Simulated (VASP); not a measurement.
# AlGaN2 (P1) in VASP: single point with PBEsol

Aim: the single point of AlGaN2 with PBEsol.

Everything below comes from runs of VASP 6.6.1. Logs are shortened: lines on timing, memory, paths and dates and some standing lists are left out, and cuts for length are marked.

## (1) The cell of the first run

The typed cell holds 16 atoms: a = 6.276 Å, b = 6.276 Å, c = 6.276 Å, α = 60.00°, β = 60.00°, γ = 60.00°.

## (2) Single point, PBEsol

File INCAR:

```
SYSTEM = AlGaN2
ALGO = Normal ; EDIFF = 1E-6
ENCUT = 520 ; GGA = PS
ISIF = 2 ; ISMEAR = -1
LASPH = .True. ; LCHARG = .False.
LREAL = Auto ; LWAVE = .False.
NBANDS = 66 ; NELM = 100
PREC = Accurate ; SIGMA = 0.05
```

File KPOINTS:

```
Automatic mesh
0
Gamma
  2 2 2
  0.5 0.5 0.5
```

File POSCAR:

```
AlGaN2
1.0
    0.0000000000      4.4379210000      4.4379210000
    4.4379210000      0.0000000000      4.4379210000
    4.4379210000      4.4379210000      0.0000000000
Al N Ga
4 8 4
Direct
    0.0268470000      0.9929770000      0.9943090000
    0.4945500000      0.4866710000      0.4974550000
    0.5059180000      0.5068140000      0.0007420000
    0.4981700000      0.9933420000      0.4955900000
    0.1251300000      0.1224190000      0.1141510000
    0.5988200000      0.6345810000      0.6355610000
    0.1491350000      0.1481880000      0.6386060000
    0.6461190000      0.6448780000      0.1165810000
    0.1480990000      0.6148440000      0.1338400000
    0.6284060000      0.1208180000      0.6314140000
    0.6126350000      0.1212210000      0.1306380000
    0.1604470000      0.6454930000      0.6035200000
    0.0436640000      0.9746340000      0.4821130000
    0.0038870000      0.4841510000      0.0126900000
    0.5119890000      0.9858540000      0.9975070000
    0.9622850000      0.4877350000      0.4957420000
```

Potentials or basis: VASP PAW PBE potentials, release 64 (Al, N, Ga_d).

Started as:

```console
$ cat potpaw_PBE.64/Al/POTCAR potpaw_PBE.64/N/POTCAR potpaw_PBE.64/Ga_d/POTCAR > POTCAR
$ mpirun -np 1 vasp_std > vasp.out
```

OUTCAR:

```text
SYSTEM = AlGaN2
   EDIFF = 1E-6
   ENCUT = 520
   GGA = PS
   ISIF = 2
   ISMEAR = -1
   LASPH = .True.
   LREAL = Auto
   NELM = 100
   PREC = Accurate

 ion  position               nearest neighbor table
   1  0.027  0.993  0.994-   5 1.78   7 1.84   9 1.94  11 2.12   3 3.03  15 3.03   4 3.05  13 3.06
                            14 3.07   4 3.24   3 3.25
   2  0.495  0.487  0.497-  12 1.74  10 1.88   8 1.98   6 2.01  16 2.93  13 2.95   3 3.02   4 3.09
                            14 3.12  15 3.14  15 3.14   4 3.19   3 3.26
   3  0.506  0.507  0.001-   9 1.84   6 1.88  11 1.98   8 2.02  15 3.02   2 3.02   1 3.03  16 3.04
                            14 3.09   4 3.11   4 3.17   1 3.25   2 3.26
   4  0.498  0.993  0.496-   7 1.82   6 1.84  11 1.87  10 2.02  13 2.96   1 3.05  16 3.05   2 3.09
                            15 3.11   3 3.11   3 3.17   2 3.19   1 3.24
   5  0.125  0.122  0.114-   1 1.78  14 1.86  13 1.90  15 1.98
   6  0.599  0.635  0.636-   4 1.84  16 1.88   3 1.88   2 2.01
   7  0.149  0.148  0.639-   4 1.82  16 1.83   1 1.84  13 2.24
   8  0.646  0.645  0.117-  15 1.75  14 1.85   2 1.98   3 2.02
   9  0.148  0.615  0.134-   3 1.84  16 1.90   1 1.94  14 2.03
  10  0.628  0.121  0.631-  15 1.88   2 1.88   4 2.02  13 2.13
  11  0.613  0.121  0.131-   4 1.87  15 1.90   3 1.98   1 2.12
  12  0.160  0.645  0.604-  13 1.69   2 1.74  14 2.11
  13  0.044  0.975  0.482-  12 1.69   5 1.90  10 2.13   7 2.24   2 2.95   4 2.96   1 3.06
  14  0.004  0.484  0.013-   8 1.85   5 1.86   9 2.03  12 2.11  16 2.92   1 3.07   3 3.09   2 3.12

  15  0.512  0.986  0.998-   8 1.75  10 1.88  11 1.90   5 1.98   3 3.02   1 3.03   4 3.11   2 3.14
                             2 3.14
  16  0.962  0.488  0.496-   7 1.83   6 1.88   9 1.90  14 2.92   2 2.93   3 3.04   4 3.05

  LATTYP: Found a face centered cubic cell.
 ALAT       =     8.8758420000

  Lattice vectors:

 A1 = (   0.0000000000,   4.4379210000,   4.4379210000)
 A2 = (   4.4379210000,   0.0000000000,   4.4379210000)
 A3 = (   4.4379210000,   4.4379210000,   0.0000000000)

Analysis of symmetry for initial positions (statically):
=====================================================================
 Subroutine PRICEL returns:
 Original cell was already a primitive cell.

 Routine SETGRP: Setting up the symmetry group for a
 face centered cubic supercell.

 Subroutine GETGRP returns: Found  1 space group operations
 (whereof  1 operations were pure point group operations)
 out of a pool of 48 trial point group operations.

The static configuration has the point symmetry C_1 .

Analysis of symmetry for dynamics (positions and initial velocities):
=====================================================================
[... 137 lines left out ...]
   POTIM  = 0.5000    time-step for ionic-motion
   TEBEG  =    0.0;   TEEND  =   0.0 temperature during run
   PSTRESS=    0.0 pullay stress
   NELECT =     104.0000    total number of electrons
   NUPDOWN=      -1.0000    fix difference up-down
   EMIN   =  10.00;   EMAX   =-10.00  energy-range for DOS
   EFERMI =   0.00;   METHOD = LEGACY
   ISMEAR =    -1;   SIGMA  =   0.05  broadening in eV -4-tet -1-fermi 0-gaus
   EFERMI_NEDOS =   21; number of points for ismear=-14 and -15
   IALGO  =     38    algorithm
   IMIX   =      4    mixing-type and parameters
     AMIX     =   0.40;   BMIX     =  1.00
     AMIX_MAG =   1.60;   BMIX_MAG =  1.00
  volume/ion in A,a.u.               =      10.93        73.73
  Fermi-wavevector in a.u.,A,eV,Ry     =   1.376881  2.601928 25.793939  1.895801
  Thomas-Fermi vector in A             =   2.502085
   LORBIT       =      0    0 simple, 1 ext, 2 COOP (PROOUT), +10 PAW based schemes
   GGA     = PS    functional components
   LHFCALC =     F    Hartree Fock is set to
   AEXX    =    0.0000 exact exchange contribution
   IVDW    =     0    specifies the selected vdW correction
   LEPSILON=     F    determine dielectric tensor
   LRPA    =     F    only Hartree local field effects (RPA)
 non-spin polarized calculation
  energy-cutoff  :      520.00
  volume of cell :      174.81
 maximum number of plane-waves:      4735
 NGX is ok and might be reduce to    48
   NGX = 23   NGY = 23   NGZ = 23

 number of electron     103.9999999 magnetization

 Free energy of the ion-electron system (eV)
  ---------------------------------------------------
  ext. energy  EPLUGINS =         0.00000000
  ---------------------------------------------------
  free energy    TOTEN  =      -111.31845320 eV

  energy without entropy =     -111.31845320  energy(sigma->0) =     -111.31845320

 E-fermi :   7.1443     XC(G=0): -11.5348

 val. band max:        6.0043731329   @ k =   0.0000   0.0000  -0.2500
 cond. band min:       8.6035801813   @ k =   0.2500   0.2500   0.2500
 fundamental gap:      2.5992070485
 Fermi energy:         7.1443177560

 k-point     1 :       0.2500    0.2500    0.2500
  band No.  band energies     occupation
      1     -10.1138      2.00000
      2      -9.4023      2.00000
      3      -9.2649      2.00000
      4      -9.0605      2.00000
      5      -8.7923      2.00000
      6      -8.6249      2.00000
[... 1061 lines left out ...]
     63      13.7978      0.00000
     64      14.0363      0.00000
 [bands above 64 left out]

------------------------ aborting loop because EDIFF is reached ----------------------------------------

  FORCE on cell =-STRESS in cart. coord.  units (eV):
  Direction    XX          YY          ZZ          XY          YZ          ZX
  --------------------------------------------------------------------------------------
  -------------------------------------------------------------------------------------
  Total        7.9945789      9.3640067      3.3057920     -6.3782501     -3.9990271      1.1666826
  in kB       73.2719045     85.8229820     30.2982403    -58.4579292    -36.6518779     10.6928777
  external PRESSURE =      63.1310423 kB  Pullay stress =       0.0000000 kB

 VOLUME and BASIS-vectors are now :
 -----------------------------------------------------------------------------
  energy-cutoff  :      520.00
  volume of cell :      174.81
      direct lattice vectors                 reciprocal lattice vectors
     0.000000000  4.437921000  4.437921000    -0.112665367  0.112665367  0.112665367
     4.437921000  0.000000000  4.437921000     0.112665367 -0.112665367  0.112665367
     4.437921000  4.437921000  0.000000000     0.112665367  0.112665367 -0.112665367

 POSITION                                       TOTAL-FORCE (eV/Angst)
 -----------------------------------------------------------------------------------
      8.81942      4.53181      4.52590         0.147002     -1.491568     -2.485559
      4.36747      4.40244      4.35458        -0.688558      1.659227      1.311881
      2.25249      2.24852      4.49442        -0.859393      1.069892     -0.680684
      6.60776      4.41023      6.61921         0.722407      0.711324      1.939783
      1.04988      1.06191      1.09860         0.515072      1.354896      0.529740
      5.63679      5.47809      5.47374        -0.902768      0.437405     -0.265264
[... 8 lines left out ...]
      8.80200      6.69902      6.64731         1.820922     -1.838512      2.160277
      4.36459      6.47061      6.43507         1.076339      1.198770      2.175258
 -----------------------------------------------------------------------------------
    total drift:                                0.004468      0.006098     -0.009506

  FREE ENERGIE OF THE ION-ELECTRON SYSTEM (eV)
  ---------------------------------------------------
  free  energy   TOTEN  =      -111.3184532025 eV

  energy  without entropy=     -111.3184532025  energy(sigma->0) =     -111.31845320
```

stdout:

```text
POSCAR found type information on POSCAR AlN Ga
 POSCAR found :  3 types and      16 ions
 scaLAPACK will be used
 -----------------------------------------------------------------------------
|                                                                             |
|                                                                             |
|     You enforced a specific xc type in the INCAR file but a different       |
|     I HOPE YOU KNOW WHAT YOU ARE DOING!                                     |
|                                                                             |
 -----------------------------------------------------------------------------

 LDA part: xc-table for (Slater+PW92), standard interpolation
 POSCAR, INCAR and KPOINTS ok, starting setup
 FFT: planning ... GRIDC
 FFT: planning ... GRID_SOFT
 FFT: planning ... GRID
 WAVECAR not read
 entering main loop
```

Run time: 5.2 min. Hardware: 1 thread of Intel Xeon Platinum 8488C (Sapphire Rapids), shared host; peak memory 0.37 GiB.

What came out:

- Free energy: -111.3185 eV
- Pressure: 6.3 GPa
- Largest force: 5.398 eV/Å
- Band gap on the k mesh: 2.60 eV (least direct gap 2.64 eV)

Forces in eV/Å, atoms in the order of the input:
```
Al   0.147 -1.492 -2.486
Al  -0.689  1.659  1.312
Al  -0.859  1.070 -0.681
Al   0.722  0.711  1.940
N    0.515  1.355  0.530
N   -0.903  0.437 -0.265
N   -1.473 -0.925 -2.058
N   -2.075  1.232 -4.455
N    0.427 -1.681 -0.173
N   -1.742 -0.915  1.090
N    0.340  1.146  2.231
N   -0.802  1.374 -5.158
Ga   4.195 -2.827  0.930
Ga  -0.701 -0.504  2.909
Ga   1.821 -1.839  2.160
Ga   1.076  1.199  2.175
```

Stress tensor (GPa, compression positive):
```
 7.33 -5.85  1.07
-5.85  8.58 -3.67
 1.07 -3.67  3.03
```

Caveat: the k points lie up to 0.61 Å⁻¹ apart; the PAW data sets were made with another functional, which shifts forces and pressure a little; a shifted mesh leaves out Γ, where band edges can lie.
